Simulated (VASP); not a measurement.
# Br (Fd-3m) in VASP: further runs

The runs below take Br through single point, with LDA.

All numbers are computed with VASP 6.6.1; they aren't measurements. Logs are shortened: lines on timing, memory, paths and dates and some standing lists are left out, and cuts for length are marked.

**1. The cell of the first run**

Symmetry: Fd-3m, No. 227, cubic system. The conventional cell has a = 4.957 Å, b = 4.957 Å, c = 4.957 Å, α = 90.00°, β = 90.00°, γ = 90.00°. Within 2.8 Å of Br (site symmetry -43m) lie 4 Br at 2.15 Å.

**2. Single point, LDA (volume scaled by 0.4)**

File INCAR:

```
SYSTEM = Br
ALGO = Normal
EDIFF = 1E-6
ENCUT = 520
GGA = CA
ISIF = 2
ISMEAR = -1
LASPH = .True.
LCHARG = .False.
LREAL = .False.
LWAVE = .False.
NBANDS = 14
NELM = 100
PREC = Accurate
SIGMA = 0.08
```

File KPOINTS:

```
k-points
0
Gamma
  11 11 11
  0 0 0
```

File POSCAR:

```
Br
1.0
    0.0000000000      2.4785801722      2.4785801722
    2.4785801722      0.0000000000      2.4785801722
    2.4785801722      2.4785801722      0.0000000000
Br
2
Direct
   -0.1250000000     -0.1250000000     -0.1250000000
    0.1250000000      0.1250000000      0.1250000000
```

Potentials or basis: VASP PAW LDA potentials, release 64 (Br).

Run with:

```console
> cat potpaw_LDA.64/Br/POTCAR > POTCAR
> mpirun -np 1 vasp_std > vasp.out
```

OUTCAR:

```text
SYSTEM = Br
   EDIFF = 1E-6
   ENCUT = 520
   GGA = CA
   ISIF = 2
   ISMEAR = -1
   LASPH = .True.
   LREAL = .False.
   NELM = 100
   PREC = Accurate

 ion  position               nearest neighbor table
   1  0.875  0.875  0.875-   2 2.15   2 2.15   2 2.15   2 2.15
   2  0.125  0.125  0.125-   1 2.15   1 2.15   1 2.15   1 2.15

  LATTYP: Found a face centered cubic cell.
 ALAT       =     4.9571603444

  Lattice vectors:

 A1 = (   0.0000000000,   2.4785801722,   2.4785801722)
 A2 = (   2.4785801722,   0.0000000000,   2.4785801722)
 A3 = (   2.4785801722,   2.4785801722,   0.0000000000)

Analysis of symmetry for initial positions (statically):
=====================================================================
 Subroutine PRICEL returns:
 Original cell was already a primitive cell.

 Routine SETGRP: Setting up the symmetry group for a
 face centered cubic supercell.

 Subroutine GETGRP returns: Found 48 space group operations
 (whereof 12 operations were pure point group operations)
 out of a pool of 48 trial point group operations.

The static configuration has the point symmetry D_3d.
 The point group associated with its full space group is O_h .

Analysis of symmetry for dynamics (positions and initial velocities):
=====================================================================
 Subroutine PRICEL returns:
 Original cell was already a primitive cell.

 Routine SETGRP: Setting up the symmetry group for a
 face centered cubic supercell.

 Subroutine GETGRP returns: Found 48 space group operations
 (whereof 12 operations were pure point group operations)
 out of a pool of 48 trial point group operations.

The dynamic configuration has the point symmetry D_3d.
 The point group associated with its full space group is O_h .

 Subroutine INISYM returns: Found 48 space group operations
 (whereof 12 operations are pure point group operations),
 and found     1 'primitive' translations

----------------------------------------------------------------------------------------

                                     Primitive cell

  volume of cell :      30.4536

  direct lattice vectors                    reciprocal lattice vectors
     0.000000000  2.478580172  2.478580172    -0.201728395  0.201728395  0.201728395
     2.478580172  0.000000000  2.478580172     0.201728395 -0.201728395  0.201728395
     2.478580172  2.478580172  0.000000000     0.201728395  0.201728395 -0.201728395

  length of vectors
     3.505241695  3.505241695  3.505241695     0.349403829  0.349403829  0.349403829

  position of ions in fractional coordinates (direct lattice)
     0.875000000  0.875000000  0.875000000
     0.125000000  0.125000000  0.125000000

  ion indices of the primitive-cell ions
   primitive index   ion index
                 1           1
                 2           2

----------------------------------------------------------------------------------------

 KPOINTS: k-points

Automatic generation of k-mesh.
 Grid dimensions read from file:
 generate k-points for:   11   11   11

 Generating k-lattice:

  Cartesian coordinates                     Fractional coordinates (reciprocal lattice)
    -0.018338945  0.018338945  0.018338945     0.090909091  0.000000000  0.000000000
     0.018338945 -0.018338945  0.018338945     0.000000000  0.090909091  0.000000000
     0.018338945  0.018338945 -0.018338945     0.000000000  0.000000000  0.090909091

  Length of vectors
     0.031763984  0.031763984  0.031763984

  Shift w.r.t. Gamma in fractional coordinates (k-lattice)
     0.000000000  0.000000000  0.000000000

 Subroutine IBZKPT returns following result:
 ===========================================

 Found     56 irreducible k-points:

 Following reciprocal coordinates:
            Coordinates               Weight
  0.000000  0.000000  0.000000      1.000000
  0.090909  0.000000  0.000000      8.000000
  0.181818  0.000000  0.000000      8.000000
  0.272727  0.000000  0.000000      8.000000
  0.363636  0.000000  0.000000      8.000000
  0.454545  0.000000  0.000000      8.000000
[... 16 lines left out ...]
 -0.272727  0.181818  0.000000     24.000000
 -0.181818  0.181818  0.000000     12.000000
 [... further k-points ...]
   k-points           NKPTS =     56   k-points in BZ     NKDIM =     56   number of bands    NBANDS=     14
   number of dos      NEDOS =    301   number of ions     NIONS =      2
   total plane-waves  NPLWV =  21952
   dimension x,y,z NGX =    28 NGY =   28 NGZ =   28
   dimension x,y,z NGXF=    56 NGYF=   56 NGZF=   56
   ions per type =               2
   NGX,Y,Z   is equivalent  to a cutoff of  13.28, 13.28, 13.28 a.u.
   NGXF,Y,Z  is equivalent  to a cutoff of  26.56, 26.56, 26.56 a.u.
 SYSTEM =  Br
   PREC   = accura    normal or accurate (medium, high low for compatibility)
   ISTART =      0    job   : 0-new  1-cont  2-samecut
   ICHARG =      2    charge: 1-file 2-atom 10-const
   ISPIN  =      1    spin polarized calculation?
   LNONCOLLINEAR =      F non collinear calculations
   LSORBIT =      F    spin-orbit coupling
   LASPH  =      T    aspherical Exc in radial PAW
   ENCUT  =  520.0 eV  38.22 Ry    6.18 a.u.   6.52  6.52  6.52*2*pi/ulx,y,z
   NELM   =    100;   NELMIN=  2; NELMDL= -5     # of ELM steps
   EDIFF  = 0.1E-05   stopping-criterion for ELM
   LREAL  =      F    real-space projection
   EDIFFG = 0.1E-04   stopping-criterion for IOM
   NSW    =      0    number of steps for IOM
   IBRION =     -1    ionic relax: 0-MD 1-quasi-New 2-CG
   NFREE  =      0    steps in history (QN), initial steepest desc. (CG)
   ISIF   =      2    stress and relaxation
   ISYM   =      2    0-nonsym 1-usesym 2-fastsym
   POTIM  = 0.5000    time-step for ionic-motion
   TEBEG  =    0.0;   TEEND  =   0.0 temperature during run
   PSTRESS=    0.0 pullay stress
   NELECT =      14.0000    total number of electrons
   NUPDOWN=      -1.0000    fix difference up-down
   EMIN   =  10.00;   EMAX   =-10.00  energy-range for DOS
   EFERMI =   0.00;   METHOD = LEGACY
   ISMEAR =    -1;   SIGMA  =   0.08  broadening in eV -4-tet -1-fermi 0-gaus
   EFERMI_NEDOS =   21; number of points for ismear=-14 and -15
   IALGO  =     38    algorithm
   IMIX   =      4    mixing-type and parameters
     AMIX     =   0.40;   BMIX     =  1.00
     AMIX_MAG =   1.60;   BMIX_MAG =  1.00
  volume/ion in A,a.u.               =      15.23       102.76
  Fermi-wavevector in a.u.,A,eV,Ry     =   1.263488  2.387647 21.720375  1.596403
  Thomas-Fermi vector in A             =   2.396843
   LORBIT       =      0    0 simple, 1 ext, 2 COOP (PROOUT), +10 PAW based schemes
   GGA     = CA    functional components
   LHFCALC =     F    Hartree Fock is set to
   AEXX    =    0.0000 exact exchange contribution
   IVDW    =     0    specifies the selected vdW correction
   LEPSILON=     F    determine dielectric tensor
   LRPA    =     F    only Hartree local field effects (RPA)
 non-spin polarized calculation
  energy-cutoff  :      520.00
  volume of cell :       30.45
 maximum number of plane-waves:       869
 NGX is ok and might be reduce to    28
   NGX = 13   NGY = 13   NGZ = 13

 number of electron      14.0000001 magnetization

 Free energy of the ion-electron system (eV)
  ---------------------------------------------------
  ext. energy  EPLUGINS =         0.00000000
  ---------------------------------------------------
  free energy    TOTEN  =         6.25134664 eV

  energy without entropy =        6.27437875  energy(sigma->0) =        6.26286269

 E-fermi :  10.9380     XC(G=0): -11.8764

 val. band max:       10.9284137607   @ k =  -0.2727   0.4545   0.1818
 cond. band min:      11.1027516480   @ k =  -0.3636   0.3636   0.0909
 fundamental gap:      0.1743378873
 Fermi energy:        10.9379923575

 k-point     1 :       0.0000    0.0000    0.0000
  band No.  band energies     occupation
      1     -13.6908      2.00000
      2       0.2592      2.00000
      3       2.4775      2.00000
      4       2.4775      2.00000
      5       2.4775      2.00000
      6       6.9903      2.00000
      7       6.9903      2.00000
      8       6.9903      2.00000
      9      14.4695      0.00000
     10      17.0720      0.00000
     11      17.0720      0.00000
     12      20.4877      0.00000
     13      20.4877      0.00000
     14      20.4877      0.00000

 k-point     2 :       0.0909    0.0000    0.0000
  band No.  band energies     occupation
      1     -13.5754      2.00000
      2      -0.8364      2.00000
      3       2.3191      2.00000
      4       2.3191      2.00000
      5       3.1356      2.00000
      6       7.2334      2.00000
      7       7.2334      2.00000
      8       7.3088      2.00000
      9      14.9493      0.00000
     10      16.6636      0.00000
     11      16.6636      0.00000
     12      20.0597      0.00000
     13      21.3458      0.00000
     14      21.3458      0.00000

 k-point     3 :       0.1818    0.0000    0.0000
  band No.  band energies     occupation
      1     -13.2371      2.00000
      2      -2.6372      2.00000
      3       1.9583      2.00000
      4       1.9583      2.00000
      5       3.5659      2.00000
      6       7.7945      2.00000
      7       7.7945      2.00000
      8       8.4685      2.00000
      9      16.0177      0.00000
     10      16.1653      0.00000
     11      16.1653      0.00000
     12      19.5418      0.00000
     13      23.2131      0.00000
     14      23.2131      0.00000
[... 324 lines left out ...]
 k-point    23 :      -0.2727    0.1818    0.0000
  band No.  band energies     occupation
      1     -11.8969      2.00000
      2      -5.9387      2.00000
      3      -0.5838      2.00000
      4       1.2590      2.00000
      5       5.2343      2.00000
      6       9.0940      2.00000
      7       9.1527      2.00000
      8      10.8771      1.36305
      9      15.3368      0.00000
     10      17.1121      0.00000
     11      18.6629      0.00000
     12      21.2458      0.00000
     13      23.1703      0.00000
     14      25.4249      0.00000

 k-point    24 :      -0.1818    0.1818    0.0000
  band No.  band energies     occupation
      1     -12.5142      2.00000
      2      -4.6713      2.00000
      3       0.0106      2.00000
      4       1.6739      2.00000
      5       4.9965      2.00000
      6       8.3806      2.00000
      7       8.5098      2.00000
      8      10.1351      1.99991
      9      15.0420      0.00000
     10      17.3016      0.00000
     11      17.5106      0.00000
     12      21.3210      0.00000
     13      23.5178      0.00000
     14      23.7921      0.00000

 [... further k-points ...]
[... 5 lines left out ...]
  --------------------------------------------------------------------------------------
  -------------------------------------------------------------------------------------
  Total       26.2340054     26.2340054     26.2340054      0.0000000      0.0000000      0.0000000
  in kB     1380.1817401   1380.1817401   1380.1817401      0.0000000      0.0000000      0.0000000
  external PRESSURE =    1380.1817401 kB  Pullay stress =       0.0000000 kB

 VOLUME and BASIS-vectors are now :
 -----------------------------------------------------------------------------
  energy-cutoff  :      520.00
  volume of cell :       30.45
      direct lattice vectors                 reciprocal lattice vectors
     0.000000000  2.478580172  2.478580172    -0.201728395  0.201728395  0.201728395
     2.478580172  0.000000000  2.478580172     0.201728395 -0.201728395  0.201728395
     2.478580172  2.478580172  0.000000000     0.201728395  0.201728395 -0.201728395

 POSITION                                       TOTAL-FORCE (eV/Angst)
 -----------------------------------------------------------------------------------
      4.33752      4.33752      4.33752         0.000000      0.000000      0.000000
      0.61965      0.61965      0.61965        -0.000000     -0.000000     -0.000000
 -----------------------------------------------------------------------------------
    total drift:                                0.000000     -0.000000     -0.000000

  FREE ENERGIE OF THE ION-ELECTRON SYSTEM (eV)
  ---------------------------------------------------
  free  energy   TOTEN  =         6.2513466392 eV

  energy  without entropy=        6.2743787476  energy(sigma->0) =        6.26286269
```

It took 20 s on 1 thread of Intel Xeon Platinum 8259CL at 2.50GHz (Skylake/Cascade Lake), shared host; peak memory 0.14 GiB.

Results:

```
Free energy            : 6.2513 eV
Pressure               : 138.0 GPa
Band gap on the k mesh : zero (band 7 reaches 13.94 eV, above the bottom of band 8 at 6.99 eV)
```

Levels at points of the mesh, in eV from the Fermi level:
| k point | band 3 | band 4 | band 5 | band 6 | band 7 | band 8 | band 9 | band 10 | band 11 | band 12 |
| --- | --- | --- | --- | --- | --- | --- | --- | --- | --- | --- |
| (0.00, 0.00, 0.00) | -8.46 | -8.46 | -8.46 | -3.95 | -3.95 | -3.95 | 3.53 | 6.13 | 6.13 | 9.55 |

[end of part 1 of 2]
